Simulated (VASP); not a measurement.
# Ge (Im-3m) in VASP: further runs, part 2 of 2

VASP 6.6.1. Earlier steps stand in the parts before.

## (3) Single point, PBE

The input, INCAR:

```
SYSTEM = Ge
  PREC = Accurate
  ENCUT = 520
  EDIFF = 1E-6
  ISMEAR = -1
  SIGMA = 0.1
  LREAL = .False.
  LASPH = .True.
  NELM = 60
  ALGO = Normal
  ISIF = 2
  LWAVE = .False.
  LCHARG = .False.
  GGA = PE
  NBANDS = 13
```

The input, KPOINTS:

```
Automatic mesh
0
Gamma
  13 13 13
  0 0 0
```

The input, POSCAR:

```
Ge
1.0
   -1.6907859149      1.6907859149      1.6907859149
    1.6907859149     -1.6907859149      1.6907859149
    1.6907859149      1.6907859149     -1.6907859149
Ge
1
Direct
    0.0000000000      0.0000000000      0.0000000000
```

Potentials or basis: VASP PAW PBE potentials, release 64 (Ge_d).

Command:

```console
$ cat potpaw_PBE.64/Ge_d/POTCAR > POTCAR
$ mpirun -np 1 vasp_std > vasp.out
```

OUTCAR:

```text
SYSTEM = Ge
   PREC = Accurate
   ENCUT = 520
   EDIFF = 1E-6
   ISMEAR = -1
   LREAL = .False.
   LASPH = .True.
   NELM = 60
   ISIF = 2
   GGA = PE

 ion  position               nearest neighbor table
   1  0.000  0.000  0.000-

  LATTYP: Found a body centered cubic cell.
 ALAT       =     3.3815718298

  Lattice vectors:

 A1 = (  -1.6907859149,   1.6907859149,   1.6907859149)
 A2 = (   1.6907859149,  -1.6907859149,   1.6907859149)
 A3 = (   1.6907859149,   1.6907859149,  -1.6907859149)

Analysis of symmetry for initial positions (statically):
=====================================================================
 Subroutine PRICEL returns:
 Original cell was already a primitive cell.

 Routine SETGRP: Setting up the symmetry group for a
 body centered cubic supercell.

 Subroutine GETGRP returns: Found 48 space group operations
 (whereof 48 operations were pure point group operations)
 out of a pool of 48 trial point group operations.

The static configuration has the point symmetry O_h .

Analysis of symmetry for dynamics (positions and initial velocities):
=====================================================================
 Subroutine PRICEL returns:
 Original cell was already a primitive cell.

 Routine SETGRP: Setting up the symmetry group for a
 body centered cubic supercell.

 Subroutine GETGRP returns: Found 48 space group operations
 (whereof 48 operations were pure point group operations)
 out of a pool of 48 trial point group operations.

The dynamic configuration has the point symmetry O_h .

 Subroutine INISYM returns: Found 48 space group operations
 (whereof 48 operations are pure point group operations),
 and found     1 'primitive' translations

----------------------------------------------------------------------------------------

                                     Primitive cell

  volume of cell :      19.3342

  direct lattice vectors                    reciprocal lattice vectors
    -1.690785915  1.690785915  1.690785915     0.000000000  0.295720467  0.295720467
     1.690785915 -1.690785915  1.690785915     0.295720467  0.000000000  0.295720467
     1.690785915  1.690785915 -1.690785915     0.295720467  0.295720467  0.000000000

  length of vectors
     2.928527109  2.928527109  2.928527109     0.418211895  0.418211895  0.418211895

  position of ions in fractional coordinates (direct lattice)
     0.000000000  0.000000000  0.000000000

  ion indices of the primitive-cell ions
   primitive index   ion index
                 1           1

----------------------------------------------------------------------------------------

 KPOINTS: Automatic mesh

Automatic generation of k-mesh.
 Grid dimensions read from file:
 generate k-points for:   13   13   13

 Generating k-lattice:

  Cartesian coordinates                     Fractional coordinates (reciprocal lattice)
     0.000000000  0.022747728  0.022747728     0.076923077  0.000000000  0.000000000
     0.022747728  0.000000000  0.022747728     0.000000000  0.076923077  0.000000000
     0.022747728  0.022747728  0.000000000     0.000000000  0.000000000  0.076923077

  Length of vectors
     0.032170146  0.032170146  0.032170146

  Shift w.r.t. Gamma in fractional coordinates (k-lattice)
     0.000000000  0.000000000  0.000000000

 Subroutine IBZKPT returns following result:
 ===========================================

 Found     84 irreducible k-points:

 Following reciprocal coordinates:
            Coordinates               Weight
  0.000000  0.000000  0.000000      1.000000
  0.076923  0.000000  0.000000     12.000000
  0.153846  0.000000  0.000000     12.000000
  0.230769  0.000000  0.000000     12.000000
  0.307692  0.000000  0.000000     12.000000
  0.384615  0.000000  0.000000     12.000000
[... 16 lines left out ...]
  0.153846  0.076923  0.076923     24.000000
  0.230769  0.076923  0.076923     24.000000
 [... further k-points ...]
   k-points           NKPTS =     84   k-points in BZ     NKDIM =     84   number of bands    NBANDS=     13
   number of dos      NEDOS =    301   number of ions     NIONS =      1
   total plane-waves  NPLWV =  13824
   dimension x,y,z NGX =    24 NGY =   24 NGZ =   24
   dimension x,y,z NGXF=    48 NGYF=   48 NGZF=   48
   ions per type =               1
   NGX,Y,Z   is equivalent  to a cutoff of  13.62, 13.62, 13.62 a.u.
   NGXF,Y,Z  is equivalent  to a cutoff of  27.25, 27.25, 27.25 a.u.
 SYSTEM =  Ge
   PREC   = accura    normal or accurate (medium, high low for compatibility)
   ISTART =      0    job   : 0-new  1-cont  2-samecut
   ICHARG =      2    charge: 1-file 2-atom 10-const
   ISPIN  =      1    spin polarized calculation?
   LNONCOLLINEAR =      F non collinear calculations
   LSORBIT =      F    spin-orbit coupling
   LASPH  =      T    aspherical Exc in radial PAW
   ENCUT  =  520.0 eV  38.22 Ry    6.18 a.u.   5.45  5.45  5.45*2*pi/ulx,y,z
   NELM   =     60;   NELMIN=  2; NELMDL= -5     # of ELM steps
   EDIFF  = 0.1E-05   stopping-criterion for ELM
   LREAL  =      F    real-space projection
   EDIFFG = 0.1E-04   stopping-criterion for IOM
   NSW    =      0    number of steps for IOM
   IBRION =     -1    ionic relax: 0-MD 1-quasi-New 2-CG
   NFREE  =      0    steps in history (QN), initial steepest desc. (CG)
   ISIF   =      2    stress and relaxation
   ISYM   =      2    0-nonsym 1-usesym 2-fastsym
   POTIM  = 0.5000    time-step for ionic-motion
   TEBEG  =    0.0;   TEEND  =   0.0 temperature during run
   PSTRESS=    0.0 pullay stress
   NELECT =      14.0000    total number of electrons
   NUPDOWN=      -1.0000    fix difference up-down
   EMIN   =  10.00;   EMAX   =-10.00  energy-range for DOS
   EFERMI =   0.00;   METHOD = LEGACY
   ISMEAR =    -1;   SIGMA  =   0.10  broadening in eV -4-tet -1-fermi 0-gaus
   EFERMI_NEDOS =   21; number of points for ismear=-14 and -15
   IALGO  =     38    algorithm
   IMIX   =      4    mixing-type and parameters
     AMIX     =   0.40;   BMIX     =  1.00
     AMIX_MAG =   1.60;   BMIX_MAG =  1.00
  volume/ion in A,a.u.               =      19.33       130.47
  Fermi-wavevector in a.u.,A,eV,Ry     =   1.470084  2.778056 29.404200  2.161148
  Thomas-Fermi vector in A             =   2.585384
   LORBIT       =      0    0 simple, 1 ext, 2 COOP (PROOUT), +10 PAW based schemes
   GGA     = PE    functional components
   LHFCALC =     F    Hartree Fock is set to
   AEXX    =    0.0000 exact exchange contribution
   IVDW    =     0    specifies the selected vdW correction
   LEPSILON=     F    determine dielectric tensor
   LRPA    =     F    only Hartree local field effects (RPA)
 non-spin polarized calculation
  energy-cutoff  :      520.00
  volume of cell :       19.33
 maximum number of plane-waves:       539
 NGX is ok and might be reduce to    24
   NGX = 11   NGY = 11   NGZ = 11

 number of electron      13.9999993 magnetization

 Free energy of the ion-electron system (eV)
  ---------------------------------------------------
  ext. energy  EPLUGINS =         0.00000000
  ---------------------------------------------------
  free energy    TOTEN  =        -4.18727280 eV

  energy without entropy =       -4.16766742  energy(sigma->0) =       -4.17747011

 E-fermi :   6.4945     XC(G=0): -11.1790

 val. band max:        6.4865156677   @ k =  -0.4615   0.4615   0.3846
 cond. band min:       6.6067886724   @ k =  -0.3846  -0.4615   0.0769
 fundamental gap:      0.1202730047
 Fermi energy:         6.4945450176

 k-point     1 :       0.0000    0.0000    0.0000
  band No.  band energies     occupation
      1     -18.2210      2.00000
      2     -18.2210      2.00000
      3     -18.2210      2.00000
      4     -18.1409      2.00000
      5     -18.1409      2.00000
      6      -6.4321      2.00000
      7      15.4339      0.00000
      8      15.4339      0.00000
      9      15.4339      0.00000
     10      21.2868      0.00000
     11      21.2868      0.00000
     12      21.2868      0.00000
     13      23.3486      0.00000
[... 353 lines left out ...]
 k-point    24 :       0.2308    0.0769    0.0769
  band No.  band energies     occupation
      1     -18.2348      2.00000
      2     -18.2106      2.00000
      3     -18.1505      2.00000
      4     -18.1437      2.00000
      5     -18.1320      2.00000
      6      -3.6940      2.00000
      7       6.3729      1.54279
      8      10.0812      0.00000
      9      11.5446      0.00000
     10      19.0591      0.00000
     11      19.4293      0.00000
     12      23.6670      0.00000
     13      24.9241      0.00000

 [... further k-points ...]
[... 5 lines left out ...]
  --------------------------------------------------------------------------------------
  -------------------------------------------------------------------------------------
  Total       -0.0103265     -0.0103265     -0.0103265      0.0000000      0.0000000      0.0000000
  in kB       -0.8557338     -0.8557338     -0.8557338      0.0000000      0.0000000      0.0000000
  external PRESSURE =      -0.8557338 kB  Pullay stress =       0.0000000 kB

 VOLUME and BASIS-vectors are now :
 -----------------------------------------------------------------------------
  energy-cutoff  :      520.00
  volume of cell :       19.33
      direct lattice vectors                 reciprocal lattice vectors
    -1.690785915  1.690785915  1.690785915     0.000000000  0.295720467  0.295720467
     1.690785915 -1.690785915  1.690785915     0.295720467  0.000000000  0.295720467
     1.690785915  1.690785915 -1.690785915     0.295720467  0.295720467  0.000000000

 POSITION                                       TOTAL-FORCE (eV/Angst)
 -----------------------------------------------------------------------------------
      0.00000      0.00000      0.00000        -0.000000      0.000000     -0.000000
 -----------------------------------------------------------------------------------
    total drift:                               -0.000000      0.000000     -0.000000

  FREE ENERGIE OF THE ION-ELECTRON SYSTEM (eV)
  ---------------------------------------------------
  free  energy   TOTEN  =        -4.1872728000 eV

  energy  without entropy=       -4.1676674187  energy(sigma->0) =       -4.17747011
```

OSZICAR:

```text
N       E                     dE             d eps       ncg     rms          rms(c)
DAV:   1     0.660112714884E+02    0.66011E+02   -0.71344E+03  2385   0.296E+03
DAV:   2     0.164825257315E+01   -0.64363E+02   -0.61681E+02  2324   0.438E+02
DAV:   3    -0.411874082418E+01   -0.57670E+01   -0.57421E+01  2544   0.728E+01
DAV:   4    -0.419903124929E+01   -0.80290E-01   -0.80280E-01  2519   0.928E+00
DAV:   5    -0.419981861501E+01   -0.78737E-03   -0.78736E-03  2567   0.101E+00    0.106E+00
DAV:   6    -0.419104172949E+01    0.87769E-02   -0.63531E-03  2744   0.167E+00    0.590E-01
DAV:   7    -0.418740215120E+01    0.36396E-02   -0.43874E-03  2704   0.105E+00    0.568E-02
DAV:   8    -0.418726568056E+01    0.13647E-03   -0.38030E-04  2684   0.440E-01    0.219E-02
DAV:   9    -0.418727219337E+01   -0.65128E-05   -0.58230E-06  2539   0.220E-02    0.513E-03
DAV:  10    -0.418727280004E+01   -0.60666E-06   -0.28311E-07  1787   0.115E-02
   1 F= -.41872728E+01 E0= -.41774701E+01  d E =-.196054E-01
```

stdout:

```text
POSCAR found type information on POSCAR Ge
 POSCAR found :  1 types and       1 ions
 scaLAPACK will be used
 LDA part: xc-table for (Slater+PW92), standard interpolation
 POSCAR, INCAR and KPOINTS ok, starting setup
 FFT: planning ... GRIDC
 FFT: planning ... GRID_SOFT
 FFT: planning ... GRID
 WAVECAR not read
 entering main loop
```

Run time: 13 s. Hardware: 1 thread of Intel Xeon 8259CL, shared host; peak memory 0.15 GiB.

Results:

```yaml
Free_energy: -4.1873 eV
Pressure: -0.1 GPa
Band_gap_on_the_k_mesh: zero (band 7 reaches 15.43 eV, above the bottom of band 8 at 3.73 eV)
```

## (4) Single point, PBE (volume scaled by 0.88)

The input, INCAR:

```
SYSTEM = Ge
PREC = Accurate
ENCUT = 520
EDIFF = 1E-6
ISMEAR = -1
SIGMA = 0.1
LREAL = .FALSE.
LASPH = .TRUE.
NELM = 60
ALGO = Normal
ISIF = 2
LWAVE = .FALSE.
LCHARG = .FALSE.
GGA = PE
NBANDS = 13
```

The input, KPOINTS:

```
Automatic mesh
0
G
  15 15 15
  0 0 0
```

The input, POSCAR:

```
Ge
1.0
   -1.6202530413      1.6202530413      1.6202530413
    1.6202530413     -1.6202530413      1.6202530413
    1.6202530413      1.6202530413     -1.6202530413
Ge
1
Direct
    0.0000000000      0.0000000000      0.0000000000
```

Potentials or basis: VASP PAW PBE potentials, release 64 (Ge_d).

Command:

```console
$ cat potpaw_PBE.64/Ge_d/POTCAR > POTCAR
$ mpirun -np 1 vasp_std > vasp.out
```

OUTCAR:

```text
SYSTEM = Ge
   PREC = Accurate
   ENCUT = 520
   EDIFF = 1E-6
   ISMEAR = -1
   LREAL = .FALSE.
   LASPH = .TRUE.
   NELM = 60
   ISIF = 2
   GGA = PE

 ion  position               nearest neighbor table
   1  0.000  0.000  0.000-

  LATTYP: Found a body centered cubic cell.
 ALAT       =     3.2405060826

  Lattice vectors:

 A1 = (  -1.6202530413,   1.6202530413,   1.6202530413)
 A2 = (   1.6202530413,  -1.6202530413,   1.6202530413)
 A3 = (   1.6202530413,   1.6202530413,  -1.6202530413)

Analysis of symmetry for initial positions (statically):
[... 553 lines left out ...]
      6       1.0681      2.00000
      7       2.9170      2.00000
      8       8.0003      0.65289
      9      13.4680      0.00000
     10      20.2863      0.00000
     11      24.1394      0.00000
     12      26.4830      0.00000
     13      26.9555      0.00000

 [... further k-points ...]
[... 5 lines left out ...]
  --------------------------------------------------------------------------------------
  -------------------------------------------------------------------------------------
  Total        1.0682948      1.0682948      1.0682948     -0.0000000      0.0000000     -0.0000000
  in kB      100.5988881    100.5988881    100.5988881     -0.0000000      0.0000000     -0.0000000
  external PRESSURE =     100.5988881 kB  Pullay stress =       0.0000000 kB

 VOLUME and BASIS-vectors are now :
 -----------------------------------------------------------------------------
  energy-cutoff  :      520.00
  volume of cell :       17.01
      direct lattice vectors                 reciprocal lattice vectors
    -1.620253041  1.620253041  1.620253041     0.000000000  0.308593773  0.308593773
     1.620253041 -1.620253041  1.620253041     0.308593773  0.000000000  0.308593773
     1.620253041  1.620253041 -1.620253041     0.308593773  0.308593773  0.000000000

 POSITION                                       TOTAL-FORCE (eV/Angst)
 -----------------------------------------------------------------------------------
      0.00000      0.00000      0.00000         0.000000      0.000000     -0.000000
 -----------------------------------------------------------------------------------
    total drift:                                0.000000      0.000000     -0.000000

  FREE ENERGIE OF THE ION-ELECTRON SYSTEM (eV)
  ---------------------------------------------------
  free  energy   TOTEN  =        -4.1238617823 eV

  energy  without entropy=       -4.1096669354  energy(sigma->0) =       -4.11676436
```

OSZICAR:

```text
N       E                     dE             d eps       ncg     rms          rms(c)
DAV:   1     0.619538762000E+02    0.61954E+02   -0.69912E+03  3470   0.305E+03
DAV:   2     0.980976191564E+00   -0.60973E+02   -0.58214E+02  3268   0.422E+02
DAV:   3    -0.408134740535E+01   -0.50623E+01   -0.50301E+01  3603   0.688E+01
DAV:   4    -0.414063638345E+01   -0.59289E-01   -0.59281E-01  3575   0.801E+00
DAV:   5    -0.414114277948E+01   -0.50640E-03   -0.50639E-03  3638   0.806E-01    0.135E+00
DAV:   6    -0.412953248978E+01    0.11610E-01   -0.66907E-03  3945   0.186E+00    0.755E-01
DAV:   7    -0.412404075501E+01    0.54917E-02   -0.49418E-03  3865   0.120E+00    0.625E-02
DAV:   8    -0.412385476532E+01    0.18599E-03   -0.41680E-04  3805   0.491E-01    0.259E-02
DAV:   9    -0.412386113469E+01   -0.63694E-05   -0.65016E-06  3659   0.243E-02    0.643E-03
DAV:  10    -0.412386178225E+01   -0.64757E-06   -0.38049E-07  2605   0.153E-02
   1 F= -.41238618E+01 E0= -.41167644E+01  d E =-.141948E-01
```

It took 20 s on 1 thread of Intel Xeon 8259CL, shared host; peak memory 0.15 GiB.

What came out:

| Item | Value |
| --- | --- |
| Free energy | -4.1239 eV |
| Pressure | 10.1 GPa |
| Band gap on the k mesh | zero (band 7 reaches 18.25 eV, above the bottom of band 8 at 4.51 eV) |

Levels at points of the mesh, in eV from the Fermi level:
```
           k point  band 5  band 6  band 7  band 8  band 9  band 10
(0.00, 0.00, 0.00)  -24.68  -14.05   10.32   10.32   10.32    15.79
```

## (5) Single point, PBE (volume scaled by 0.92)

The input, INCAR:

```
  PREC = Accurate
  ENCUT = 520
  EDIFF = 1E-6
  ISMEAR = -1
  SIGMA = 0.1
  LREAL = False
  LASPH = True
  NELM = 100
  ALGO = Normal
  ISIF = 2
  LWAVE = False
  LCHARG = False
  GGA = PE
  NBANDS = 13
```

The input, KPOINTS:

```
regular mesh
0
Gamma
  15 15 15
```

The input, POSCAR:

```
Ge
1.0
   -1.6444394883      1.6444394883      1.6444394883
    1.6444394883     -1.6444394883      1.6444394883
    1.6444394883      1.6444394883     -1.6444394883
Ge
1
Direct
    0.0000000000      0.0000000000      0.0000000000
```

Command:

```console
$ cat potpaw_PBE.64/Ge_d/POTCAR > POTCAR
$ mpirun -np 1 vasp_std > vasp.out
```

Run time: 23 s. Hardware: 1 thread of Intel Xeon 8259CL, shared host; peak memory 0.15 GiB.

Results (log left out):

```
Free energy            : -4.1623 eV
Pressure               : 5.7 GPa
Band gap on the k mesh : zero (band 7 reaches 17.23 eV, above the bottom of band 8 at 4.18 eV)
```

Levels at points of the mesh, in eV from the Fermi level:
| k point | band 3 | band 4 | band 5 | band 6 | band 7 | band 8 | band 9 | band 10 | band 11 | band 12 |
| --- | --- | --- | --- | --- | --- | --- | --- | --- | --- | --- |
| (0.00, 0.00, 0.00) | -24.78 | -24.68 | -24.68 | -13.66 | 9.80 | 9.80 | 9.80 | 15.42 | 15.42 | 15.42 |

## (6) Single point, PBE (volume scaled by 0.96)

The input, INCAR:

```
PREC = Accurate ; ENCUT = 520
EDIFF = 1E-7 ; ISMEAR = -1
SIGMA = 0.1 ; LREAL = False
LASPH = True ; NELM = 100
ALGO = Normal ; ISIF = 2
LWAVE = False ; LCHARG = True
GGA = PE ; LELF = True
LVHAR = True ; NBANDS = 13
```

KPOINTS is that of step 5.

The input, POSCAR:

```
Ge
1.0
   -1.6679346553      1.6679346553      1.6679346553
    1.6679346553     -1.6679346553      1.6679346553
    1.6679346553      1.6679346553     -1.6679346553
Ge
1
Direct
    0.0000000000      0.0000000000      0.0000000000
```

Potentials or basis: VASP PAW PBE potentials, release 64 (Ge_d).

Command:

```console
$ cat potpaw_PBE.64/Ge_d/POTCAR > POTCAR
$ mpirun -np 1 vasp_std > vasp.out
```

It took 29 s on 1 thread of Intel Xeon 8259CL, shared host; peak memory 0.15 GiB.

Results (log left out):

```yaml
Free_energy: -4.1818 eV
Pressure: 2.3 GPa
Band_gap_on_the_k_mesh: zero (band 7 reaches 16.29 eV, above the bottom of band 8 at 3.88 eV)
```

Levels at points of the mesh, in eV from the Fermi level:
| k point | band 4 | band 5 | band 6 | band 7 | band 8 | band 9 | band 10 | band 11 |
| --- | --- | --- | --- | --- | --- | --- | --- | --- |
| (0.00, 0.00, 0.00) | -24.67 | -24.67 | -13.29 | 9.34 | 9.34 | 9.34 | 15.08 | 15.08 |

## (7) Overview

| cell | k mesh | gap on the mesh (eV) | pressure (GPa) |
| --- | --- | --- | --- |
| a = 2.929 Å, angles 109.5°, 1 atom | 7 × 7 × 7 | none | 0.2 |
| a = 2.929 Å, angles 109.5°, 1 atom | 13 × 13 × 13 | none | -0.1 |
| a = 2.806 Å, angles 109.5°, 1 atom | 15 × 15 × 15 | none | 10.1 |
| a = 2.848 Å, angles 109.5°, 1 atom | 15 × 15 × 15 | none | 5.7 |
| a = 2.889 Å, angles 109.5°, 1 atom | 15 × 15 × 15 | none | 2.3 |

Alike in all rows: task single point; level PBE; potentials or basis VASP PAW PBE potentials, release 64 (Ge_d); no spin polarisation; cutoff (eV) 520; smearing fermi-dirac 0.1 eV.

Caveats: some runs use coarse meshes.

Total energies depend on the potentials used, so only differences within one code and one set of settings carry meaning.
